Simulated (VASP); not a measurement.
# WC (Fm-3m) in VASP: settings compared

Aim: see how the results for WC move with the level of theory and the settings. Levels: PBE+D3(BJ), PBE+D4. Tasks: relaxation of cell and atoms.

Program: VASP 6.6.1. These are calculated values, not measurements. Logs are shortened: lines on timing, memory, paths and dates and some standing lists are left out, and cuts for length are marked.

## (1) The cell of the first run

The structure is cubic, space group Fm-3m (No. 225). Conventional cell: a = 4.385 Å, b = 4.385 Å, c = 4.385 Å, α = 90.00°, β = 90.00°, γ = 90.00°. W (site symmetry m-3m) has 6 C at 2.19 Å within 2.9 Å. Within 2.9 Å of C (site symmetry m-3m) lie 6 W at 2.19 Å.

## (2) Relaxation of cell and atoms, PBE+D3(BJ)

File INCAR:

```
SYSTEM = WC
ALGO = Normal ; EDIFF = 1E-7
EDIFFG = -0.01 ; ENCUT = 600
GGA = PE ; IBRION = 2
ISIF = 3 ; ISMEAR = -1
IVDW = 12 ; LASPH = .TRUE.
LCHARG = .FALSE. ; LREAL = .FALSE.
LWAVE = .FALSE. ; NELM = 80
NSW = 60 ; PREC = Accurate
SIGMA = 0.05
```

File KPOINTS:

```
k-points
0
G
  10 10 10
  0 0 0
```

File POSCAR:

```
WC
1.0
    0.0000000000      2.1926840000      2.1926840000
    2.1926840000      0.0000000000      2.1926840000
    2.1926840000      2.1926840000      0.0000000000
W C
1 1
Direct
    0.0000000000      0.0000000000      0.0000000000
    0.5000000000      0.5000000000      0.5000000000
```

Potentials or basis: VASP PAW PBE potentials, release 64 (W_sv, C).

The run is started by

```sh
$ cat potpaw_PBE.64/W_sv/POTCAR potpaw_PBE.64/C/POTCAR > POTCAR
$ mpirun -np 1 vasp_std > vasp.out
```

OUTCAR:

```text
SYSTEM = WC
   EDIFF = 1E-7
   EDIFFG = -0.01
   ENCUT = 600
   GGA = PE
   IBRION = 2
   ISIF = 3
   ISMEAR = -1
   IVDW = 12
   LASPH = .TRUE.
   LREAL = .FALSE.
   NELM = 80
   NSW = 60
   PREC = Accurate
 IVDW          = 12

 ion  position               nearest neighbor table
   1  0.000  0.000  0.000-   2 2.19   2 2.19   2 2.19   2 2.19   2 2.19   2 2.19
   2  0.500  0.500  0.500-   1 2.19   1 2.19   1 2.19   1 2.19   1 2.19   1 2.19

  LATTYP: Found a face centered cubic cell.
 ALAT       =     4.3853680000

  Lattice vectors:

 A1 = (   0.0000000000,   2.1926840000,   2.1926840000)
 A2 = (   2.1926840000,   0.0000000000,   2.1926840000)
 A3 = (   2.1926840000,   2.1926840000,   0.0000000000)

Analysis of symmetry for initial positions (statically):
=====================================================================
 Subroutine PRICEL returns:
 Original cell was already a primitive cell.

 Routine SETGRP: Setting up the symmetry group for a
 face centered cubic supercell.

 Subroutine GETGRP returns: Found 48 space group operations
 (whereof 48 operations were pure point group operations)
 out of a pool of 48 trial point group operations.

The static configuration has the point symmetry O_h .

Analysis of symmetry for dynamics (positions and initial velocities):
=====================================================================
 Subroutine PRICEL returns:
 Original cell was already a primitive cell.

 Routine SETGRP: Setting up the symmetry group for a
 face centered cubic supercell.

 Subroutine GETGRP returns: Found 48 space group operations
 (whereof 48 operations were pure point group operations)
 out of a pool of 48 trial point group operations.

The dynamic configuration has the point symmetry O_h .

 Subroutine INISYM returns: Found 48 space group operations
 (whereof 48 operations are pure point group operations),
 and found     1 'primitive' translations

----------------------------------------------------------------------------------------

                                     Primitive cell

  volume of cell :      21.0842

  direct lattice vectors                    reciprocal lattice vectors
     0.000000000  2.192684000  2.192684000    -0.228031034  0.228031034  0.228031034
     2.192684000  0.000000000  2.192684000     0.228031034 -0.228031034  0.228031034
     2.192684000  2.192684000  0.000000000     0.228031034  0.228031034 -0.228031034

  length of vectors
     3.100923451  3.100923451  3.100923451     0.394961337  0.394961337  0.394961337

  position of ions in fractional coordinates (direct lattice)
     0.000000000  0.000000000  0.000000000
     0.500000000  0.500000000  0.500000000

  ion indices of the primitive-cell ions
   primitive index   ion index
                 1           1
                 2           2

----------------------------------------------------------------------------------------

 KPOINTS: k-points

Automatic generation of k-mesh.
 Grid dimensions read from file:
 generate k-points for:   10   10   10

 Generating k-lattice:

  Cartesian coordinates                     Fractional coordinates (reciprocal lattice)
    -0.022803103  0.022803103  0.022803103     0.100000000  0.000000000  0.000000000
     0.022803103 -0.022803103  0.022803103     0.000000000  0.100000000  0.000000000
     0.022803103  0.022803103 -0.022803103     0.000000000  0.000000000  0.100000000

  Length of vectors
     0.039496134  0.039496134  0.039496134

  Shift w.r.t. Gamma in fractional coordinates (k-lattice)
     0.000000000  0.000000000  0.000000000

 Subroutine IBZKPT returns following result:
 ===========================================

 Found     47 irreducible k-points:

 Following reciprocal coordinates:
            Coordinates               Weight
  0.000000  0.000000  0.000000      1.000000
  0.100000  0.000000  0.000000      8.000000
  0.200000  0.000000  0.000000      8.000000
  0.300000  0.000000  0.000000      8.000000
  0.400000  0.000000  0.000000      8.000000
  0.500000  0.000000  0.000000      4.000000
[... 16 lines left out ...]
  0.300000  0.300000  0.000000      6.000000
  0.400000  0.300000  0.000000     24.000000
 [... further k-points ...]
   k-points           NKPTS =     47   k-points in BZ     NKDIM =     47   number of bands    NBANDS=     13
   number of dos      NEDOS =    301   number of ions     NIONS =      2
   total plane-waves  NPLWV =  21952
   dimension x,y,z NGX =    28 NGY =   28 NGZ =   28
   dimension x,y,z NGXF=    56 NGYF=   56 NGZF=   56
   ions per type =               1   1
   NGX,Y,Z   is equivalent  to a cutoff of  15.01, 15.01, 15.01 a.u.
   NGXF,Y,Z  is equivalent  to a cutoff of  30.02, 30.02, 30.02 a.u.
 SYSTEM =  WC
   PREC   = accura    normal or accurate (medium, high low for compatibility)
   ISTART =      0    job   : 0-new  1-cont  2-samecut
   ICHARG =      2    charge: 1-file 2-atom 10-const
   ISPIN  =      1    spin polarized calculation?
   LNONCOLLINEAR =      F non collinear calculations
   LSORBIT =      F    spin-orbit coupling
   LASPH  =      T    aspherical Exc in radial PAW
   ENCUT  =  600.0 eV  44.10 Ry    6.64 a.u.   6.19  6.19  6.19*2*pi/ulx,y,z
   NELM   =     80;   NELMIN=  2; NELMDL= -5     # of ELM steps
   EDIFF  = 0.1E-06   stopping-criterion for ELM
   LREAL  =      F    real-space projection
   EDIFFG = -.1E-01   stopping-criterion for IOM
   NSW    =     60    number of steps for IOM
   IBRION =      2    ionic relax: 0-MD 1-quasi-New 2-CG
   NFREE  =      1    steps in history (QN), initial steepest desc. (CG)
   ISIF   =      3    stress and relaxation
   ISYM   =      2    0-nonsym 1-usesym 2-fastsym
   POTIM  = 0.5000    time-step for ionic-motion
   TEBEG  =    0.0;   TEEND  =   0.0 temperature during run
   PSTRESS=    0.0 pullay stress
   NELECT =      18.0000    total number of electrons
   NUPDOWN=      -1.0000    fix difference up-down
   EMIN   =  10.00;   EMAX   =-10.00  energy-range for DOS
   EFERMI =   0.00;   METHOD = LEGACY
   ISMEAR =    -1;   SIGMA  =   0.05  broadening in eV -4-tet -1-fermi 0-gaus
   EFERMI_NEDOS =   21; number of points for ismear=-14 and -15
   IALGO  =     38    algorithm
   IMIX   =      4    mixing-type and parameters
     AMIX     =   0.40;   BMIX     =  1.00
     AMIX_MAG =   1.60;   BMIX_MAG =  1.00
  volume/ion in A,a.u.               =      10.54        71.14
  Fermi-wavevector in a.u.,A,eV,Ry     =   1.553029  2.934800 32.815887  2.411900
  Thomas-Fermi vector in A             =   2.657319
   LORBIT       =      0    0 simple, 1 ext, 2 COOP (PROOUT), +10 PAW based schemes
   GGA     = PE    functional components
   LHFCALC =     F    Hartree Fock is set to
   AEXX    =    0.0000 exact exchange contribution
   IVDW    =    12    specifies the selected vdW correction
   LEPSILON=     F    determine dielectric tensor
   LRPA    =     F    only Hartree local field effects (RPA)
 conjugate gradient relaxation of ions
 non-spin polarized calculation
  energy-cutoff  :      600.00
  volume of cell :       21.08
 maximum number of plane-waves:       725
 NGX is ok and might be reduce to    28
   NGX = 13   NGY = 13   NGZ = 13

--------------------------------------- Ionic step        1  -------------------------------------------

 number of electron      18.0000001 magnetization

 Free energy of the ion-electron system (eV)
  ---------------------------------------------------
  ext. energy  EPLUGINS =         0.00000000
  ---------------------------------------------------
  free energy    TOTEN  =       -21.57294156 eV

  energy without entropy =      -21.56643445  energy(sigma->0) =      -21.56968800

------------------------ aborting loop because EDIFF is reached ----------------------------------------

 Edisp (eV)   -0.90928

 E8    (eV) :    -0.4170

  FORCE on cell =-STRESS in cart. coord.  units (eV):
  Direction    XX          YY          ZZ          XY          YZ          ZX
  --------------------------------------------------------------------------------------
  -------------------------------------------------------------------------------------
  Total      -1.03661    -1.03661    -1.03661     0.00000    -0.00000    -0.00000
  in kB     -78.77107   -78.77107   -78.77107     0.00000    -0.00000    -0.00000
  external pressure =      -78.77 kB  Pullay stress =        0.00 kB
[... 61 lines left out ...]
  energy  without entropy=      -22.4117505411  energy(sigma->0) =      -22.41468619

--------------------------------------- Ionic step        3  -------------------------------------------

 number of electron      18.0000001 magnetization

 Free energy of the ion-electron system (eV)
  ---------------------------------------------------
  ext. energy  EPLUGINS =         0.00000000
  ---------------------------------------------------
  free energy    TOTEN  =       -21.56393067 eV

  energy without entropy =      -21.55757442  energy(sigma->0) =      -21.56075255

 E-fermi :  12.7803     XC(G=0): -13.8331

 val. band max:       12.6908950820   @ k =   0.3000   0.2000   0.1000
 cond. band min:      12.7995439572   @ k =  -0.1000   0.1000   0.0000
 fundamental gap:      0.1086488752
 Fermi energy:        12.7802946342

 k-point     1 :       0.0000    0.0000    0.0000
  band No.  band energies     occupation
      1     -62.6925      2.00000
      2     -26.6845      2.00000
      3     -26.6845      2.00000
      4     -26.6845      2.00000
      5      -3.2656      2.00000
      6       9.9064      2.00000
      7       9.9064      2.00000
      8       9.9064      2.00000
      9      11.6174      2.00000
     10      11.6174      2.00000
     11      11.6174      2.00000
     12      11.7527      2.00000
     13      11.7527      2.00000
[... 353 lines left out ...]
 k-point    24 :       0.4000    0.3000    0.0000
  band No.  band energies     occupation
      1     -62.6486      2.00000
      2     -27.1503      2.00000
      3     -26.8757      2.00000
      4     -26.8564      2.00000
      5      -0.7854      2.00000
      6       5.5521      2.00000
      7       7.0863      2.00000
      8       8.9941      2.00000
      9       9.8868      2.00000
     10      13.8086      0.00000
     11      15.2507      0.00000
     12      15.5713      0.00000
     13      19.2394      0.00000

 [... further k-points ...]

------------------------ aborting loop because EDIFF is reached ----------------------------------------

 Edisp (eV)   -0.92961

 E8    (eV) :    -0.4265

  FORCE on cell =-STRESS in cart. coord.  units (eV):
  Direction    XX          YY          ZZ          XY          YZ          ZX
  --------------------------------------------------------------------------------------
  -------------------------------------------------------------------------------------
  Total      -0.01993    -0.01993    -0.01993     0.00000    -0.00000     0.00000
  in kB      -1.54692    -1.54692    -1.54692     0.00000    -0.00000     0.00000
  external pressure =       -1.55 kB  Pullay stress =        0.00 kB
[... 17 lines left out ...]
  FREE ENERGIE OF THE ION-ELECTRON SYSTEM (eV)
  ---------------------------------------------------
  free  energy   TOTEN  =       -22.4935411263 eV

  energy  without entropy=      -22.4871848715  energy(sigma->0) =      -22.49036300

 reached required accuracy - stopping structural energy minimisation
```

Wall time 28 s (1 thread of AMD EPYC 9R45 (Zen 5), shared host); peak memory 0.16 GiB.

Results:

| Property | Result |
| --- | --- |
| Free energy | -22.4935 eV |
| Relaxed volume | 10.32 Å³/atom |
| Relaxed cell | a = 3.079 Å, b = 3.079 Å, c = 3.079 Å, α = 60.00°, β = 60.00°, γ = 60.00° |
| Space group after relaxing (to 0.05 Å) | Fm-3m (No. 225) |
| Energy gained by relaxing | 5.7 meV/atom |
| Ionic steps | 3 |
| Pressure after relaxing | -0.2 GPa |
| Dispersion energy per atom | -0.465 eV |

Step by step:
```tsv
step	energy change (eV)	largest force (eV/Å)	pressure (GPa)	volume (Å³)
1	0.0000	0.0000	-7.88	21.08
2	0.0646	0.0000	23.41	19.54
3	-0.0113	0.0000	-0.15	20.64
```

Final structure:
```cif
data_structure
_symmetry_space_group_name_H-M 'P 1'
_symmetry_Int_Tables_number 1
_cell_length_a 3.0791
_cell_length_b 3.0791
_cell_length_c 3.0791
_cell_angle_alpha 60.000
_cell_angle_beta 60.000
_cell_angle_gamma 60.000
_cell_volume 20.64
loop_
_atom_site_label
_atom_site_type_symbol
_atom_site_fract_x
_atom_site_fract_y
_atom_site_fract_z
_atom_site_occupancy
W1 W 0.00000 0.00000 0.00000 1
C1 C 0.50000 0.50000 0.50000 1
```

Caveat: the bands computed are all filled at some k points, so no gap is given; spin-orbit coupling is left out, which moves the levels of the heavy elements.

[end of part 1 of 2]
